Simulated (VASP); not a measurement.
# CdS (Fm-3m) in VASP: settings compared

Aim: see how the results for CdS move with the level of theory and the settings. Levels: RPBE, PBEsol, B3LYP+D4. Tasks: single point.

Everything below comes from runs of VASP 6.6.1. Logs are shortened: lines on timing, memory, paths and dates and some standing lists are left out, and cuts for length are marked.

## Step 1: The cell of the first run

It takes space group Fm-3m (No. 225, cubic). Conventional cell: a = 5.506 Å, b = 5.506 Å, c = 5.506 Å, α = 90.00°, β = 90.00°, γ = 90.00°. Cd (site symmetry m-3m) has 6 S at 2.75 Å within 3.6 Å. S (site symmetry m-3m) has 6 Cd at 2.75 Å within 3.6 Å.

## Step 2: Single point, RPBE

Contents of INCAR:

```
SYSTEM = CdS
PREC = Accurate
ENCUT = 500
EDIFF = 1E-6
ISMEAR = 0
SIGMA = 0.1
LREAL = .False.
LASPH = .True.
NELM = 120
ALGO = Normal
ISIF = 2
LWAVE = .False.
LCHARG = .False.
GGA = RP
NBANDS = 16
GGA_COMPAT = .False.
```

Contents of KPOINTS:

```
regular mesh
0
Gamma
  8 8 8
  0 0 0
```

Contents of POSCAR:

```
CdS
1.0
    0.0000000000      2.7532440000      2.7532440000
    2.7532440000      0.0000000000      2.7532440000
    2.7532440000      2.7532440000      0.0000000000
Cd S
1 1
Direct
    0.0000000000      0.0000000000      0.0000000000
    0.5000000000      0.5000000000      0.5000000000
```

Potentials or basis: VASP PAW PBE potentials, release 64 (Cd, S).

Run with:

```bash
cat potpaw_PBE.64/Cd/POTCAR potpaw_PBE.64/S/POTCAR > POTCAR
mpirun -np 1 vasp_std > vasp.out
```

OUTCAR:

```text
SYSTEM = CdS
   PREC = Accurate
   ENCUT = 500
   EDIFF = 1E-6
   ISMEAR = 0
   LREAL = .False.
   LASPH = .True.
   NELM = 120
   ISIF = 2
   GGA = RP

 ion  position               nearest neighbor table
   1  0.000  0.000  0.000-   2 2.75   2 2.75   2 2.75   2 2.75   2 2.75   2 2.75
   2  0.500  0.500  0.500-   1 2.75   1 2.75   1 2.75   1 2.75   1 2.75   1 2.75

  LATTYP: Found a face centered cubic cell.
 ALAT       =     5.5064880000

  Lattice vectors:

 A1 = (   0.0000000000,   2.7532440000,   2.7532440000)
 A2 = (   2.7532440000,   0.0000000000,   2.7532440000)
 A3 = (   2.7532440000,   2.7532440000,   0.0000000000)

Analysis of symmetry for initial positions (statically):
=====================================================================
 Subroutine PRICEL returns:
 Original cell was already a primitive cell.

 Routine SETGRP: Setting up the symmetry group for a
 face centered cubic supercell.

 Subroutine GETGRP returns: Found 48 space group operations
[... 9 lines left out ...]

 Routine SETGRP: Setting up the symmetry group for a
 face centered cubic supercell.

 Subroutine GETGRP returns: Found 48 space group operations
[... 11 lines left out ...]
                                     Primitive cell

  volume of cell :      41.7411

  direct lattice vectors                    reciprocal lattice vectors
     0.000000000  2.753244000  2.753244000    -0.181603955  0.181603955  0.181603955
     2.753244000  0.000000000  2.753244000     0.181603955 -0.181603955  0.181603955
     2.753244000  2.753244000  0.000000000     0.181603955  0.181603955 -0.181603955

  length of vectors
     3.893675005  3.893675005  3.893675005     0.314547277  0.314547277  0.314547277

  position of ions in fractional coordinates (direct lattice)
     0.000000000  0.000000000  0.000000000
     0.500000000  0.500000000  0.500000000

  ion indices of the primitive-cell ions
   primitive index   ion index
                 1           1
                 2           2

----------------------------------------------------------------------------------------

 KPOINTS: regular mesh

Automatic generation of k-mesh.
 Grid dimensions read from file:
 generate k-points for:    8    8    8

 Generating k-lattice:

  Cartesian coordinates                     Fractional coordinates (reciprocal lattice)
    -0.022700494  0.022700494  0.022700494     0.125000000  0.000000000  0.000000000
     0.022700494 -0.022700494  0.022700494     0.000000000  0.125000000  0.000000000
     0.022700494  0.022700494 -0.022700494     0.000000000  0.000000000  0.125000000

  Length of vectors
     0.039318410  0.039318410  0.039318410

  Shift w.r.t. Gamma in fractional coordinates (k-lattice)
     0.000000000  0.000000000  0.000000000

 Subroutine IBZKPT returns following result:
 ===========================================

 Found     29 irreducible k-points:

 Following reciprocal coordinates:
            Coordinates               Weight
  0.000000  0.000000  0.000000      1.000000
  0.125000  0.000000  0.000000      8.000000
  0.250000  0.000000  0.000000      8.000000
  0.375000  0.000000  0.000000      8.000000
  0.500000  0.000000  0.000000      4.000000
  0.125000  0.125000  0.000000      6.000000
[... 16 lines left out ...]
  0.500000  0.250000  0.125000     48.000000
 -0.375000  0.250000  0.125000     24.000000
 [... further k-points ...]
   k-points           NKPTS =     29   k-points in BZ     NKDIM =     29   number of bands    NBANDS=     16
   number of dos      NEDOS =    301   number of ions     NIONS =      2
   total plane-waves  NPLWV =  21952
   dimension x,y,z NGX =    28 NGY =   28 NGZ =   28
   dimension x,y,z NGXF=    56 NGYF=   56 NGZF=   56
   ions per type =               1   1
   NGX,Y,Z   is equivalent  to a cutoff of  11.95, 11.95, 11.95 a.u.
   NGXF,Y,Z  is equivalent  to a cutoff of  23.91, 23.91, 23.91 a.u.
 SYSTEM =  CdS
   PREC   = accura    normal or accurate (medium, high low for compatibility)
   ISTART =      0    job   : 0-new  1-cont  2-samecut
   ICHARG =      2    charge: 1-file 2-atom 10-const
   ISPIN  =      1    spin polarized calculation?
   LNONCOLLINEAR =      F non collinear calculations
   LSORBIT =      F    spin-orbit coupling
   LASPH  =      T    aspherical Exc in radial PAW
   ENCUT  =  500.0 eV  36.75 Ry    6.06 a.u.   7.10  7.10  7.10*2*pi/ulx,y,z
   NELM   =    120;   NELMIN=  2; NELMDL= -5     # of ELM steps
   EDIFF  = 0.1E-05   stopping-criterion for ELM
   LREAL  =      F    real-space projection
   EDIFFG = 0.1E-04   stopping-criterion for IOM
   NSW    =      0    number of steps for IOM
   IBRION =     -1    ionic relax: 0-MD 1-quasi-New 2-CG
   NFREE  =      0    steps in history (QN), initial steepest desc. (CG)
   ISIF   =      2    stress and relaxation
   ISYM   =      2    0-nonsym 1-usesym 2-fastsym
   POTIM  = 0.5000    time-step for ionic-motion
   TEBEG  =    0.0;   TEEND  =   0.0 temperature during run
   PSTRESS=    0.0 pullay stress
   NELECT =      18.0000    total number of electrons
   NUPDOWN=      -1.0000    fix difference up-down
   EMIN   =  10.00;   EMAX   =-10.00  energy-range for DOS
   EFERMI =   0.00;   METHOD = LEGACY
   ISMEAR =     0;   SIGMA  =   0.10  broadening in eV -4-tet -1-fermi 0-gaus
   EFERMI_NEDOS =   21; number of points for ismear=-14 and -15
   IALGO  =     38    algorithm
   IMIX   =      4    mixing-type and parameters
     AMIX     =   0.40;   BMIX     =  1.00
     AMIX_MAG =   1.60;   BMIX_MAG =  1.00
  volume/ion in A,a.u.               =      20.87       140.84
  Fermi-wavevector in a.u.,A,eV,Ry     =   1.236833  2.337275 20.813583  1.529755
  Thomas-Fermi vector in A             =   2.371425
   LORBIT       =      0    0 simple, 1 ext, 2 COOP (PROOUT), +10 PAW based schemes
   GGA     = RP    functional components
   LHFCALC =     F    Hartree Fock is set to
   AEXX    =    0.0000 exact exchange contribution
   IVDW    =     0    specifies the selected vdW correction
   LEPSILON=     F    determine dielectric tensor
   LRPA    =     F    only Hartree local field effects (RPA)
 non-spin polarized calculation
 Gauss-broadening in eV      SIGMA  =   0.10
  energy-cutoff  :      500.00
  volume of cell :       41.74
 maximum number of plane-waves:      1068
   NGX = 15   NGY = 15   NGZ = 15

 number of electron      17.9999990 magnetization

 Free energy of the ion-electron system (eV)
  ---------------------------------------------------
  ext. energy  EPLUGINS =         0.00000000
  ---------------------------------------------------
  free energy    TOTEN  =        -5.16021119 eV

  energy without entropy =       -5.16015688  energy(sigma->0) =       -5.16018404

 E-fermi :   3.0251     XC(G=0): -10.1448

 val. band max:        2.8134225792   @ k =   0.5000   0.0000   0.0000
 cond. band min:       3.1873780430   @ k =   0.5000   0.5000   0.0000
 fundamental gap:      0.3739554638
 Fermi energy:         3.0251259181

 k-point     1 :       0.0000    0.0000    0.0000
  band No.  band energies     occupation
      1      -9.8216      2.00000
      2      -4.7582      2.00000
      3      -4.7582      2.00000
      4      -4.7582      2.00000
      5      -4.7563      2.00000
      6      -4.7563      2.00000
[... 8 lines left out ...]
     15      14.2764      0.00000
     16      14.3143      0.00000

 k-point     2 :       0.1250    0.0000    0.0000
  band No.  band energies     occupation
      1      -9.6936      2.00000
      2      -4.8005      2.00000
      3      -4.8005      2.00000
      4      -4.7713      2.00000
      5      -4.7306      2.00000
      6      -4.7306      2.00000
[... 8 lines left out ...]
     15      13.0998      0.00000
     16      13.9890      0.00000

 k-point     3 :       0.2500    0.0000    0.0000
  band No.  band energies     occupation
      1      -9.3517      2.00000
      2      -4.9032      2.00000
      3      -4.9032      2.00000
      4      -4.8200      2.00000
      5      -4.6637      2.00000
      6      -4.6637      2.00000
[... 8 lines left out ...]
     15      13.6587      0.00000
     16      13.7615      0.00000

 k-point     4 :       0.3750    0.0000    0.0000
  band No.  band energies     occupation
      1      -8.9444      2.00000
      2      -5.0017      2.00000
      3      -5.0017      2.00000
      4      -4.9144      2.00000
      5      -4.5955      2.00000
      6      -4.5955      2.00000
[... 8 lines left out ...]
     15      14.8979      0.00000
     16      14.8979      0.00000

 k-point     5 :       0.5000    0.0000    0.0000
  band No.  band energies     occupation
      1      -8.7471      2.00000
      2      -5.0413      2.00000
      3      -5.0413      2.00000
      4      -4.9795      2.00000
      5      -4.5669      2.00000
      6      -4.5669      2.00000
[... 8 lines left out ...]
     15      15.7799      0.00000
     16      15.7799      0.00000

 k-point     6 :       0.1250    0.1250    0.0000
  band No.  band energies     occupation
      1      -9.6575      2.00000
      2      -4.8465      2.00000
      3      -4.7792      2.00000
      4      -4.7414      2.00000
      5      -4.7311      2.00000
      6      -4.7311      2.00000
[... 8 lines left out ...]
     15      15.1761      0.00000
     16      15.3998      0.00000
[... 267 lines left out ...]
 k-point    21 :       0.5000    0.5000    0.0000
  band No.  band energies     occupation
      1      -8.9714      2.00000
      2      -4.9021      2.00000
      3      -4.6540      2.00000
      4      -4.5059      2.00000
      5      -4.5059      2.00000
      6      -3.8574      2.00000
[... 8 lines left out ...]
     15      17.1227      0.00000
     16      17.3888      0.00000

 k-point    22 :       0.3750    0.2500    0.1250
  band No.  band energies     occupation
      1      -9.1650      2.00000
      2      -4.9224      2.00000
      3      -4.8413      2.00000
      4      -4.8143      2.00000
      5      -4.6486      2.00000
      6      -4.5808      2.00000
[... 8 lines left out ...]
     15      15.9165      0.00000
     16      16.7855      0.00000

 k-point    23 :       0.5000    0.2500    0.1250
  band No.  band energies     occupation
      1      -8.9035      2.00000
      2      -4.9295      2.00000
      3      -4.8664      2.00000
      4      -4.8092      2.00000
      5      -4.5907      2.00000
      6      -4.5018      2.00000
[... 8 lines left out ...]
     15      16.3985      0.00000
     16      16.9371      0.00000

 k-point    24 :      -0.3750    0.2500    0.1250
  band No.  band energies     occupation
      1      -8.7883      2.00000
      2      -4.9664      2.00000
      3      -4.8389      2.00000
      4      -4.7984      2.00000
      5      -4.5570      2.00000
      6      -4.4648      2.00000
[... 8 lines left out ...]
     15      15.1279      0.00000
     16      17.2219      0.00000

 [... further k-points ...]
[... 5 lines left out ...]
  --------------------------------------------------------------------------------------
  -------------------------------------------------------------------------------------
  Total        0.6423825      0.6423825      0.6423825      0.0000000     -0.0000000     -0.0000000
  in kB       24.6569981     24.6569981     24.6569981      0.0000000     -0.0000000     -0.0000000
  external PRESSURE =      24.6569981 kB  Pullay stress =       0.0000000 kB

 VOLUME and BASIS-vectors are now :
 -----------------------------------------------------------------------------
  energy-cutoff  :      500.00
  volume of cell :       41.74
      direct lattice vectors                 reciprocal lattice vectors
     0.000000000  2.753244000  2.753244000    -0.181603955  0.181603955  0.181603955
     2.753244000  0.000000000  2.753244000     0.181603955 -0.181603955  0.181603955
     2.753244000  2.753244000  0.000000000     0.181603955  0.181603955 -0.181603955

 POSITION                                       TOTAL-FORCE (eV/Angst)
 -----------------------------------------------------------------------------------
      0.00000      0.00000      0.00000        -0.000000      0.000000      0.000000
      2.75324      2.75324      2.75324         0.000000     -0.000000     -0.000000
 -----------------------------------------------------------------------------------
    total drift:                                0.000000      0.000000      0.000000

  FREE ENERGIE OF THE ION-ELECTRON SYSTEM (eV)
  ---------------------------------------------------
  free  energy   TOTEN  =        -5.1602111922 eV

  energy  without entropy=       -5.1601568827  energy(sigma->0) =       -5.16018404
```

It took 14 s on 1 thread of Intel Xeon 8259CL, shared host; peak memory 0.16 GiB.

What came out:

* Free energy: -5.1602 eV
* Pressure: 2.5 GPa
* Band gap on the k mesh: 0.37 eV, indirect (least direct gap 1.66 eV)

Levels at points of the mesh, in eV from the valence-band top:
```csv
k point,band 7,band 8,band 9,band 10,band 11,band 12
"(0.00, 0.00, 0.00)",-0.69,-0.69,-0.69,0.97,9.25,9.25
"(0.50, 0.00, 0.00)",-4.70,0.00,0.00,3.66,6.01,6.01
"(0.50, 0.50, 0.00)",-4.06,-2.03,-2.03,0.37,6.14,9.86
```

Caveat: the PAW data sets were made with another functional, which shifts forces and pressure a little.

## Step 3: Single point, PBEsol

Contents of INCAR:

```
SYSTEM = CdS
ALGO = Normal
EDIFF = 1E-6
ENCUT = 500
GGA = PS
GGA_COMPAT = .False.
ISIF = 2
ISMEAR = 0
LASPH = .True.
LCHARG = .True.
LELF = .True.
LREAL = .False.
LVHAR = .True.
LWAVE = .False.
NBANDS = 16
NELM = 120
PREC = Accurate
SIGMA = 0.1
```

Contents of KPOINTS:

```
k-points
0
Gamma
  8 8 8
  0 0 0
```

POSCAR is that of step 2.

Potentials or basis: VASP PAW PBE potentials, release 64 (Cd, S).

Run with:

```bash
cat potpaw_PBE.64/Cd/POTCAR potpaw_PBE.64/S/POTCAR > POTCAR
mpirun -np 1 vasp_std > vasp.out
```

Wall time 15 s (1 thread of Intel Xeon 8259CL, shared host); peak memory 0.16 GiB.

Results (log left out):

| Quantity | Value |
| --- | --- |
| Free energy | -6.6189 eV |
| Pressure | -4.0 GPa |
| Band gap on the k mesh | 0.14 eV, indirect (least direct gap 1.42 eV) |

Levels at points of the mesh, in eV from the valence-band top:
| k point | band 7 | band 8 | band 9 | band 10 | band 11 | band 12 |
| --- | --- | --- | --- | --- | --- | --- |
| (0.00, 0.00, 0.00) | -0.71 | -0.71 | -0.71 | 0.71 | 9.15 | 9.15 |
| (0.50, 0.00, 0.00) | -4.82 | 0.00 | 0.00 | 3.37 | 5.81 | 5.81 |
| (0.50, 0.50, 0.00) | -4.18 | -2.09 | -2.09 | 0.14 | 5.93 | 9.61 |

Caveat: the PAW data sets were made with another functional, which shifts forces and pressure a little. A k mesh can miss the band edges.

## Step 4: Single point, B3LYP+D4

POSCAR is that of step 3.

Contents of INCAR.step1:

```
SYSTEM = CdS
PREC = Accurate
ENCUT = 520
EDIFF = 1E-5
ISMEAR = 0
SIGMA = 0.01
LREAL = .False.
LASPH = .True.
NELM = 60
ALGO = Normal
ISIF = 2
LWAVE = .True.
NBANDS = 16
GGA = PE
```

Contents of INCAR.step2:

```
SYSTEM = CdS
PREC = Accurate
ENCUT = 520
EDIFF = 1E-6
ISMEAR = 0
SIGMA = 0.01
LREAL = .False.
LASPH = .True.
NELM = 60
ALGO = Normal
ISIF = 2
LWAVE = .False.
LCHARG = .True.
GGA = B3
LHFCALC = .True.
AEXX = 0.2
AGGAX = 0.72
AGGAC = 0.81
ALDAC = 0.19
PRECFOCK = Normal
IVDW = 13
LELF = .True.
LVHAR = .True.
NBANDS = 16
ISTART = 1
```

Contents of KPOINTS:

```
Automatic mesh
0
Gamma
  5 5 5
  0 0 0
```

Potentials or basis: VASP PAW PBE potentials, release 64 (Cd, S).

Run with:

```bash
cat potpaw_PBE.64/Cd/POTCAR potpaw_PBE.64/S/POTCAR > POTCAR
cp INCAR.step1 INCAR
mpirun -np 1 vasp_std > vasp.out
cp INCAR.step2 INCAR
mpirun -np 1 vasp_std > vasp.out
```

OUTCAR:

```text
SYSTEM = CdS
   PREC = Accurate
   ENCUT = 520
   EDIFF = 1E-6
   ISMEAR = 0
   LREAL = .False.
   LASPH = .True.
   NELM = 60
   ISIF = 2
   GGA = B3
   LHFCALC = .True.
   AEXX = 0.2
   PRECFOCK = Normal
   IVDW = 13
   ISTART = 1

 ion  position               nearest neighbor table
   1  0.000  0.000  0.000-   2 2.75   2 2.75   2 2.75   2 2.75   2 2.75   2 2.75
   2  0.500  0.500  0.500-   1 2.75   1 2.75   1 2.75   1 2.75   1 2.75   1 2.75

  LATTYP: Found a face centered cubic cell.
 ALAT       =     5.5064880000

  Lattice vectors:

 A1 = (   0.0000000000,   2.7532440000,   2.7532440000)
 A2 = (   2.7532440000,   0.0000000000,   2.7532440000)
 A3 = (   2.7532440000,   2.7532440000,   0.0000000000)

Analysis of symmetry for initial positions (statically):
=====================================================================
 Subroutine PRICEL returns:
 Original cell was already a primitive cell.

 Routine SETGRP: Setting up the symmetry group for a
 face centered cubic supercell.

 Subroutine GETGRP returns: Found 48 space group operations
[... 9 lines left out ...]

 Routine SETGRP: Setting up the symmetry group for a
[... 147 lines left out ...]

 E-fermi :   2.2754     XC(G=0):  -8.1944

 val. band max:        2.1559587996   @ k =  -0.2000   0.2000   0.0000
 cond. band min:       4.1551215497   @ k =   0.4000   0.4000   0.0000
 fundamental gap:      1.9991627501
 Fermi energy:         2.2753827226

 k-point     1 :       0.0000    0.0000    0.0000
  band No.  band energies     occupation
      1     -11.5307      2.00000
      2      -6.5719      2.00000
      3      -6.5719      2.00000
      4      -6.5514      2.00000
      5      -6.5514      2.00000
      6      -6.5514      2.00000
[... 167 lines left out ...]
      3      -6.5864      2.00000
      4      -6.5024      2.00000
      5      -6.3358      2.00000
      6      -5.9990      2.00000
[... 8 lines left out ...]
     15      17.0313      0.00000
     16      19.2457      0.00000

------------------------ aborting loop because EDIFF is reached ----------------------------------------

  DFT-D4 for vdW energy calculation

  Edisp (eV):   -1.21356

  FORCE on cell =-STRESS in cart. coord.  units (eV):
  Direction    XX          YY          ZZ          XY          YZ          ZX
  --------------------------------------------------------------------------------------
  -------------------------------------------------------------------------------------
  Total      -0.66680    -0.66680    -0.66680     0.00000     0.00000     0.00000
  in kB     -25.59417   -25.59417   -25.59417     0.00000     0.00000     0.00000
  external pressure =      -25.59 kB  Pullay stress =        0.00 kB

 VOLUME and BASIS-vectors are now :
 -----------------------------------------------------------------------------
  energy-cutoff  :      520.00
  volume of cell :       41.74
      direct lattice vectors                 reciprocal lattice vectors
     0.000000000  2.753244000  2.753244000    -0.181603955  0.181603955  0.181603955
     2.753244000  0.000000000  2.753244000     0.181603955 -0.181603955  0.181603955
     2.753244000  2.753244000  0.000000000     0.181603955  0.181603955 -0.181603955

 POSITION                                       TOTAL-FORCE (eV/Angst)
 -----------------------------------------------------------------------------------
      0.00000      0.00000      0.00000         0.000000      0.000000     -0.000000
      2.75324      2.75324      2.75324        -0.000000     -0.000000      0.000000
 -----------------------------------------------------------------------------------
    total drift:                                0.000000     -0.000000      0.000000

  FREE ENERGIE OF THE ION-ELECTRON SYSTEM (eV)
  ---------------------------------------------------
  free  energy   TOTEN  =        -7.7505112019 eV

  energy  without entropy=       -7.7505112019  energy(sigma->0) =       -7.75051120
```

Run time: 23 min. Hardware: 1 thread of Oxide Virtual Turin-like, shared host; peak memory 0.15 GiB.

Results:

* Free energy: -7.7505 eV
* Pressure: -2.6 GPa
* Band gap on the k mesh: 2.00 eV, indirect (least direct gap 2.88 eV)
* Dispersion energy per atom: -0.607 eV

Caveat: the PAW data sets were made with another functional, which shifts forces and pressure a little.

## Step 5: Summary

```tsv
level	k mesh	cutoff (eV)	smearing	grid for exact exchange (PRECFOCK)	gap on the mesh (eV)	pressure (GPa)
RPBE	8 × 8 × 8	500	gaussian 0.1 eV	-	0.37	2.5
PBEsol	8 × 8 × 8	500	gaussian 0.1 eV	-	0.14	-4.0
B3LYP+D4	5 × 5 × 5	520	gaussian 0.01 eV	Normal	2.00	-2.6
```

Alike in all rows: task single point; potentials or basis VASP PAW PBE potentials, release 64 (Cd, S); no spin polarisation; cell as given.

On the cell as given the gap runs from 0.14 eV (PBEsol) to 2.00 eV (B3LYP+D4); the meshes differ, which moves gaps too. The pressure there spans -4.0 GPa (PBEsol) to 2.5 GPa (RPBE); a positive pressure means that this level wants a larger cell, a negative one a smaller.

Caveats: the PAW data sets were made with another functional, which shifts forces and pressure a little.

Absolute energies hang on the potentials; compare differences alone.
